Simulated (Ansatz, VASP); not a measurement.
BaTaH5: VASP beside Ansatz

```xyz
7
Lattice="3.8183 0.0000 0.0000 0.0000 3.8183 0.0000 0.0000 0.0000 6.1861" Properties=species:S:1:pos:R:3 pbc="T T T"
Ba    0.0000    0.0000    0.0000
Ta    0.0000    0.0000    3.0931
H     1.9092    1.9092    0.0000
H     1.9092    0.0000    4.2953
H     0.0000    1.9092    4.2953
H     1.9092    0.0000    1.8908
H     0.0000    1.9092    1.8908
```

Change from the starting cell: species swapped into the PrIn5Ir type (P4/mmm, No. 123).

Alike in both runs: task relaxation of cell and atoms; functional PBE; k mesh 4 × 4 × 4; occupations gaussian, width 0.1 eV; no spin polarisation.

```csv
,VASP,Ansatz
version,VASP 6.6.1,Ansatz 0.2.0
potentials or method,"VASP PAW PBE potentials, release 64 (Ba_sv, Ta_sv_GW, H), cutoff 500 eV","scalar-relativistic, plane waves, PAW"
valence electrons in the cell,28,28
```

```csv
,VASP,Ansatz,Ansatz less VASP
"gap on the k mesh at the Fermi level, each at its own relaxed structure (eV)",none,none,-
relaxed volume (Å³/atom),11.42,11.23,-0.195
relaxed cell length with the largest relative difference (Å),3.395,3.370,-0.0256
```

A gap of «none» marks a metal or a gap that the smearing closes.

The k mesh is coarse, so the values compare programs but aren't converged. Neither program's run includes spin-orbit coupling.
